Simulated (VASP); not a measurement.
# K3I2Br (P-3m1) in VASP: further runs

The runs below take K3I2Br through relaxation of the atoms, with LDA.

All numbers are computed with VASP 6.6.1; they aren't measurements. Logs are shortened: lines on timing, memory, paths and dates and some standing lists are left out, and cuts for length are marked.

**1. The cell of the first run**

Symmetry: P-3m1, No. 164, trigonal system. Conventional cell: a = 4.593 Å, b = 4.593 Å, c = 11.568 Å, α = 90.00°, β = 90.00°, γ = 120.00°. Within 4.4 Å of K (site symmetry -3m) lie 6 I at 3.34 Å. Within 4.2 Å of K (site symmetry 3m) lie 3 Br at 3.17 Å and 3 I at 3.34 Å. I (site symmetry 3m) has 6 K at 3.34 Å within 4.4 Å. Within 4.2 Å of Br (site symmetry -3m) lie 6 K at 3.17 Å.

**2. Relaxation of the atoms, LDA**

INCAR reads:

```
SYSTEM = K3I2Br
PREC = Accurate
ENCUT = 520
EDIFF = 1E-6
ISMEAR = 0
SIGMA = 0.05
LREAL = .FALSE.
LASPH = .TRUE.
NELM = 100
ALGO = Normal
ISIF = 2
LWAVE = .FALSE.
LCHARG = .FALSE.
GGA = CA
IBRION = 2
NSW = 50
EDIFFG = -0.01
```

KPOINTS reads:

```
regular mesh
0
G
  6 6 2
  0 0 0
```

POSCAR reads:

```
K3I2Br
1.0
    4.5933000000      0.0000000000      0.0000000000
   -2.2966500000      3.9779144872      0.0000000000
    0.0000000000      0.0000000000     11.5680398841
K I Br
3 2 1
Direct
    0.0000000000      0.0000000000      0.5000000000
    0.3333333333      0.6666666667      0.1500969033
    0.6666666667      0.3333333333      0.8499030967
    0.3333333333      0.6666666667      0.6750221222
    0.6666666667      0.3333333333      0.3249778778
    0.0000000000      0.0000000000      0.0000000000
```

Potentials or basis: VASP PAW LDA potentials, release 64 (K_sv, I, Br).

On the command line:

```bash
> cat potpaw_LDA.64/K_sv/POTCAR potpaw_LDA.64/I/POTCAR potpaw_LDA.64/Br/POTCAR > POTCAR
> mpirun -np 1 vasp_std > vasp.out
```

OUTCAR:

```text
SYSTEM = K3I2Br
   PREC = Accurate
   ENCUT = 520
   EDIFF = 1E-6
   ISMEAR = 0
   LREAL = .FALSE.
   LASPH = .TRUE.
   NELM = 100
   ISIF = 2
   GGA = CA
   IBRION = 2
   NSW = 50
   EDIFFG = -0.01

 ion  position               nearest neighbor table
   1  0.000  0.000  0.500-   4 3.34   5 3.34   4 3.34   5 3.34   5 3.34   4 3.34
   2  0.333  0.667  0.150-   6 3.17   6 3.17   6 3.17   5 3.34   5 3.34   5 3.34
   3  0.667  0.333  0.850-   6 3.17   6 3.17   6 3.17   4 3.34   4 3.34   4 3.34
   4  0.333  0.667  0.675-   3 3.34   3 3.34   3 3.34   1 3.34   1 3.34   1 3.34
   5  0.667  0.333  0.325-   2 3.34   2 3.34   2 3.34   1 3.34   1 3.34   1 3.34
   6  0.000  0.000  0.000-   2 3.17   3 3.17   2 3.17   3 3.17   3 3.17   2 3.17

  LATTYP: Found a hexagonal cell.
 ALAT       =     4.5933000000
 C/A-ratio  =     2.5184594701

  Lattice vectors:

 A1 = (   4.5933000000,   0.0000000000,   0.0000000000)
 A2 = (  -2.2966500000,   3.9779144872,   0.0000000000)
 A3 = (   0.0000000000,   0.0000000000,  11.5680398841)

Analysis of symmetry for initial positions (statically):
=====================================================================
 Subroutine PRICEL returns:
 Original cell was already a primitive cell.

 Routine SETGRP: Setting up the symmetry group for a
 hexagonal supercell.

 Subroutine GETGRP returns: Found 12 space group operations
 (whereof 12 operations were pure point group operations)
 out of a pool of 24 trial point group operations.

The static configuration has the point symmetry D_3d.

Analysis of symmetry for dynamics (positions and initial velocities):
=====================================================================
 Subroutine PRICEL returns:
 Original cell was already a primitive cell.

 Routine SETGRP: Setting up the symmetry group for a
 hexagonal supercell.

 Subroutine GETGRP returns: Found 12 space group operations
 (whereof 12 operations were pure point group operations)
 out of a pool of 24 trial point group operations.

The dynamic configuration has the point symmetry D_3d.

 Subroutine INISYM returns: Found 12 space group operations
 (whereof 12 operations are pure point group operations),
 and found     1 'primitive' translations

----------------------------------------------------------------------------------------

                                     Primitive cell

  volume of cell :     211.3684

  direct lattice vectors                    reciprocal lattice vectors
     4.593300000  0.000000000  0.000000000     0.217708401  0.125694004  0.000000000
    -2.296650000  3.977914487  0.000000000     0.000000000  0.251388008  0.000000000
     0.000000000  0.000000000 11.568039884     0.000000000  0.000000000  0.086445068

  length of vectors
     4.593300000  4.593300000 11.568039884     0.251388008  0.251388008  0.086445068

  position of ions in fractional coordinates (direct lattice)
     0.000000000  0.000000000  0.500000000
     0.333333333  0.666666667  0.150096903
     0.666666667  0.333333333  0.849903097
     0.333333333  0.666666667  0.675022122
     0.666666667  0.333333333  0.324977878
     0.000000000  0.000000000  0.000000000

  ion indices of the primitive-cell ions
   primitive index   ion index
                 1           1
                 2           2
                 3           3
                 4           4
                 5           5
                 6           6

----------------------------------------------------------------------------------------

 KPOINTS: regular mesh

Automatic generation of k-mesh.
 Grid dimensions read from file:
 generate k-points for:    6    6    2

 Generating k-lattice:

  Cartesian coordinates                     Fractional coordinates (reciprocal lattice)
     0.036284734  0.020949001  0.000000000     0.166666667 -0.000000000  0.000000000
     0.000000000  0.041898001  0.000000000     0.000000000  0.166666667  0.000000000
     0.000000000  0.000000000  0.043222534     0.000000000  0.000000000  0.500000000

  Length of vectors
     0.041898001  0.041898001  0.043222534

  Shift w.r.t. Gamma in fractional coordinates (k-lattice)
     0.000000000  0.000000000  0.000000000

 Subroutine IBZKPT returns following result:
 ===========================================

 Found     14 irreducible k-points:

 Following reciprocal coordinates:
            Coordinates               Weight
  0.000000  0.000000  0.000000      1.000000
  0.166667 -0.000000  0.000000      6.000000
  0.333333 -0.000000  0.000000      6.000000
  0.500000 -0.000000  0.000000      3.000000
  0.166667  0.166667  0.000000      6.000000
  0.333333  0.166667  0.000000     12.000000
  0.333333  0.333333  0.000000      2.000000
  0.000000  0.000000  0.500000      1.000000
  0.166667 -0.000000  0.500000      6.000000
  0.333333 -0.000000  0.500000      6.000000
  0.500000 -0.000000  0.500000      3.000000
  0.166667  0.166667  0.500000      6.000000
  0.333333  0.166667  0.500000     12.000000
  0.333333  0.333333  0.500000      2.000000
   k-points           NKPTS =     14   k-points in BZ     NKDIM =     14   number of bands    NBANDS=     28
   number of dos      NEDOS =    301   number of ions     NIONS =      6
   total plane-waves  NPLWV = 116640
   dimension x,y,z NGX =    36 NGY =   36 NGZ =   90
   dimension x,y,z NGXF=    72 NGYF=   72 NGZF=  180
   ions per type =               3   2   1
   NGX,Y,Z   is equivalent  to a cutoff of  13.03, 13.03, 12.93 a.u.
   NGXF,Y,Z  is equivalent  to a cutoff of  26.06, 26.06, 25.87 a.u.
 SYSTEM =  K3I2Br
   PREC   = accura    normal or accurate (medium, high low for compatibility)
   ISTART =      0    job   : 0-new  1-cont  2-samecut
   ICHARG =      2    charge: 1-file 2-atom 10-const
   ISPIN  =      1    spin polarized calculation?
   LNONCOLLINEAR =      F non collinear calculations
   LSORBIT =      F    spin-orbit coupling
   LASPH  =      T    aspherical Exc in radial PAW
   ENCUT  =  520.0 eV  38.22 Ry    6.18 a.u.   8.54  8.54 21.51*2*pi/ulx,y,z
   NELM   =    100;   NELMIN=  2; NELMDL= -5     # of ELM steps
   EDIFF  = 0.1E-05   stopping-criterion for ELM
   LREAL  =      F    real-space projection
   EDIFFG = -.1E-01   stopping-criterion for IOM
   NSW    =     50    number of steps for IOM
   IBRION =      2    ionic relax: 0-MD 1-quasi-New 2-CG
   NFREE  =      1    steps in history (QN), initial steepest desc. (CG)
   ISIF   =      2    stress and relaxation
   ISYM   =      2    0-nonsym 1-usesym 2-fastsym
   POTIM  = 0.5000    time-step for ionic-motion
   TEBEG  =    0.0;   TEEND  =   0.0 temperature during run
   PSTRESS=    0.0 pullay stress
   NELECT =      48.0000    total number of electrons
   NUPDOWN=      -1.0000    fix difference up-down
   EMIN   =  10.00;   EMAX   =-10.00  energy-range for DOS
   EFERMI =   0.00;   METHOD = LEGACY
   ISMEAR =     0;   SIGMA  =   0.05  broadening in eV -4-tet -1-fermi 0-gaus
   EFERMI_NEDOS =   21; number of points for ismear=-14 and -15
   IALGO  =     38    algorithm
   IMIX   =      4    mixing-type and parameters
     AMIX     =   0.40;   BMIX     =  1.00
     AMIX_MAG =   1.60;   BMIX_MAG =  1.00
  volume/ion in A,a.u.               =      35.23       237.73
  Fermi-wavevector in a.u.,A,eV,Ry     =   0.998792  1.887444 13.572985  0.997586
  Thomas-Fermi vector in A             =   2.131040
   LORBIT       =      0    0 simple, 1 ext, 2 COOP (PROOUT), +10 PAW based schemes
   GGA     = CA    functional components
   LHFCALC =     F    Hartree Fock is set to
   AEXX    =    0.0000 exact exchange contribution
   IVDW    =     0    specifies the selected vdW correction
   LEPSILON=     F    determine dielectric tensor
   LRPA    =     F    only Hartree local field effects (RPA)
 conjugate gradient relaxation of ions
 non-spin polarized calculation
 Gauss-broadening in eV      SIGMA  =   0.05
  energy-cutoff  :      520.00
  volume of cell :      211.37
 maximum number of plane-waves:      5744
 NGX is ok and might be reduce to    36
   NGX = 17   NGY = 17   NGZ = 43

 number of electron      48.0000003 magnetization

 Free energy of the ion-electron system (eV)
  ---------------------------------------------------
  ext. energy  EPLUGINS =         0.00000000
  ---------------------------------------------------
  free energy    TOTEN  =       -19.09738095 eV

  energy without entropy =      -19.09738095  energy(sigma->0) =      -19.09738095

 E-fermi :   0.3829     XC(G=0):  -8.3485

 val. band max:        0.1548064960   @ k =   0.0000   0.0000   0.0000
 cond. band min:       3.9856232674   @ k =   0.0000   0.0000   0.0000
 fundamental gap:      3.8308167714
 Fermi energy:         0.3828998148

 k-point     1 :       0.0000    0.0000    0.0000
  band No.  band energies     occupation
      1     -27.8276      2.00000
      2     -27.8196      2.00000
      3     -27.7773      2.00000
      4     -13.2541      2.00000
      5     -11.9113      2.00000
      6     -11.6105      2.00000
[... 20 lines left out ...]
     27       5.5368      0.00000
     28       6.2841      0.00000

 k-point     2 :       0.1667   -0.0000    0.0000
  band No.  band energies     occupation
      1     -27.8256      2.00000
      2     -27.8186      2.00000
      3     -27.7759      2.00000
      4     -13.2465      2.00000
      5     -11.8721      2.00000
      6     -11.7508      2.00000
[... 20 lines left out ...]
     27       6.0127      0.00000
     28       6.2189      0.00000

 k-point     3 :       0.3333   -0.0000    0.0000
  band No.  band energies     occupation
      1     -27.8215      2.00000
      2     -27.8170      2.00000
      3     -27.7732      2.00000
      4     -13.2361      2.00000
      5     -11.8543      2.00000
      6     -11.7725      2.00000
[... 306 lines left out ...]
      3     -27.7719      2.00000
      4     -13.2291      2.00000
      5     -11.8468      2.00000
      6     -11.7517      2.00000
[... 20 lines left out ...]
     27       5.8170      0.00000
     28       6.6160      0.00000

 k-point    14 :       0.3333    0.3333    0.5000
  band No.  band energies     occupation
      1     -27.8171      2.00000
      2     -27.8171      2.00000
      3     -27.7712      2.00000
      4     -13.2227      2.00000
      5     -11.8086      2.00000
      6     -11.8086      2.00000
[... 20 lines left out ...]
     27       6.4433      0.00000
     28       6.6456      0.00000

------------------------ aborting loop because EDIFF is reached ----------------------------------------

  FORCE on cell =-STRESS in cart. coord.  units (eV):
  Direction    XX          YY          ZZ          XY          YZ          ZX
  --------------------------------------------------------------------------------------
  -------------------------------------------------------------------------------------
  Total        1.4979387      1.4979387      1.2472610      0.0000000      0.0000000      0.0000000
  in kB       11.3544106     11.3544106      9.4542674      0.0000000      0.0000000      0.0000000
  external PRESSURE =      10.7210296 kB  Pullay stress =       0.0000000 kB

 VOLUME and BASIS-vectors are now :
 -----------------------------------------------------------------------------
  energy-cutoff  :      520.00
  volume of cell :      211.37
      direct lattice vectors                 reciprocal lattice vectors
     4.593300000  0.000000000  0.000000000     0.217708401  0.125694004  0.000000000
    -2.296650000  3.977914487  0.000000000     0.000000000  0.251388008  0.000000000
     0.000000000  0.000000000 11.568039884     0.000000000  0.000000000  0.086445068

 POSITION                                       TOTAL-FORCE (eV/Angst)
 -----------------------------------------------------------------------------------
      0.00000      0.00000      5.78402         0.000000      0.000000     -0.000000
     -0.00000      2.65194      1.73633         0.000000      0.000000     -0.002159
      2.29665      1.32597      9.83171        -0.000000      0.000000      0.002159
     -0.00000      2.65194      7.80868        -0.000000      0.000000     -0.000719
      2.29665      1.32597      3.75936         0.000000     -0.000000      0.000719
      0.00000      0.00000      0.00000         0.000000      0.000000     -0.000000
 -----------------------------------------------------------------------------------
    total drift:                               -0.000000      0.000000     -0.000000

  FREE ENERGIE OF THE ION-ELECTRON SYSTEM (eV)
  ---------------------------------------------------
  free  energy   TOTEN  =       -19.0973809526 eV

  energy  without entropy=      -19.0973809526  energy(sigma->0) =      -19.09738095

 reached required accuracy - stopping structural energy minimisation
```

It took 2.2 min on 1 thread of Intel Xeon Platinum 8488C (Sapphire Rapids), shared host; peak memory 0.3 GiB.

Results:

```
Free energy             : -19.0974 eV
Pressure after relaxing : 1.1 GPa
Band gap on the k mesh  : 3.83 eV
```

Forces in eV/Å, atoms in the order of the input:
```
K    0.000  0.000  0.000
K    0.000  0.000 -0.002
K    0.000  0.000  0.002
I    0.000  0.000 -0.001
I    0.000  0.000  0.001
Br   0.000  0.000  0.000
```

Final structure:
```xyz
6
Lattice="4.5933 0.0000 0.0000 -2.2967 3.9779 0.0000 0.0000 0.0000 11.5680" Properties=species:S:1:pos:R:3 pbc="T T T"
K     0.0000    0.0000    5.7840
K     0.0000    2.6519    1.7363
K     2.2967    1.3260    9.8317
I     0.0000    2.6519    7.8087
I     2.2967    1.3260    3.7594
Br    0.0000    0.0000    0.0000
```

Caveat: the relaxation stopped at its first step, so nothing moved; spin-orbit coupling is left out, which moves the levels of the heavy elements.

**3. Relaxation of the atoms, LDA**

This run uses another cell than the first one, of 42.49 Å³/atom.

INCAR reads:

```
SYSTEM = K3I2Br
PREC = Accurate ; ENCUT = 520
EDIFF = 1E-6 ; ISMEAR = 0
SIGMA = 0.05 ; LREAL = .FALSE.
LASPH = .TRUE. ; NELM = 80
ALGO = Normal ; ISIF = 2
LWAVE = .FALSE. ; LCHARG = .FALSE.
GGA = CA ; IBRION = 2
NSW = 50 ; EDIFFG = -0.01
```

KPOINTS reads:

```
Automatic mesh
0
G
  6 6 2
  0 0 0
```

POSCAR, as its differences from that of step 2:

```diff
@@ -2,5 +2,5 @@
 1.0
-    4.5933000000      0.0000000000      0.0000000000
-   -2.2966500000      3.9779144872      0.0000000000
-    0.0000000000      0.0000000000     11.5680398841
+    4.9466000000      0.0000000000      0.0000000000
+   -2.4733000000      4.2838812624      0.0000000000
+    0.0000000000      0.0000000000     12.0308000000
 K I Br
```

Potentials or basis: VASP PAW LDA potentials, release 64 (K_sv, I, Br).

On the command line:

```bash
> cat potpaw_LDA.64/K_sv/POTCAR potpaw_LDA.64/I/POTCAR potpaw_LDA.64/Br/POTCAR > POTCAR
> mpirun -np 1 vasp_std > vasp.out
```

Run time: 6 min. Hardware: 1 thread of Intel Xeon Platinum 8259CL at 2.50GHz (Skylake/Cascade Lake), shared host; peak memory 0.35 GiB.

Results (log left out):

- Free energy: -18.9540 eV
- Energy gained by relaxing: 0.1 meV/atom
- Ionic steps: 7
- Pressure after relaxing: -1.6 GPa
- Largest force after relaxing: 0.005 eV/Å
- Band gap on the k mesh: 3.47 eV

Forces in eV/Å, atoms in the order of the input:
```
K    0.000  0.000  0.000
K    0.000  0.000  0.000
K    0.000  0.000  0.000
I    0.000  0.000 -0.005
I    0.000  0.000  0.005
Br   0.000  0.000  0.000
```

Stress tensor (GPa, compression positive):
```
-1.68  0.00  0.00
 0.00 -1.68  0.00
 0.00  0.00 -1.58
```

The path:
| step | energy change (eV) | largest force (eV/Å) | pressure (GPa) |
| --- | --- | --- | --- |
| 1 | 0.0000 | 0.0333 | -1.65 |
| 2 | -0.0001 | 0.0300 | -1.65 |
| 3 | -0.0003 | 0.0194 | -1.65 |
| 4 | -0.0005 | 0.0135 | -1.65 |
| 5 | -0.0005 | 0.0130 | -1.65 |
| 6 | -0.0006 | 0.0110 | -1.65 |
| 7 | -0.0006 | 0.0053 | -1.65 |

Final structure:
```yaml
crystal:
  lattice:
    - [4.94660, 0.00000, 0.00000]
    - [-2.47330, 4.28388, 0.00000]
    - [0.00000, 0.00000, 12.03080]
  atoms:
    - { symbol: K, position: [0.00000, 0.00000, 0.50000] }
    - { symbol: K, position: [0.33333, 0.66667, 0.15163] }
    - { symbol: K, position: [0.66667, 0.33333, 0.84837] }
    - { symbol: I, position: [0.33333, 0.66667, 0.67463] }
    - { symbol: I, position: [0.66667, 0.33333, 0.32537] }
    - { symbol: Br, position: [0.00000, 0.00000, 0.00000] }
```

Levels at points of the mesh, in eV from the valence-band top:
```csv
k point,band 22,band 23,band 24,band 25,band 26,band 27
"(0.00, 0.00, 0.00)",-0.16,0.00,0.00,3.47,5.07,5.10
"(0.50, 0.00, 0.00)",-0.44,-0.30,-0.30,4.81,5.53,5.54
"(0.00, 0.00, 0.50)",-0.15,-0.02,-0.02,4.02,4.26,5.33
"(0.50, 0.00, 0.50)",-0.42,-0.30,-0.30,5.15,5.26,5.31
```

Caveat: spin-orbit coupling is left out, which moves the levels of the heavy elements.
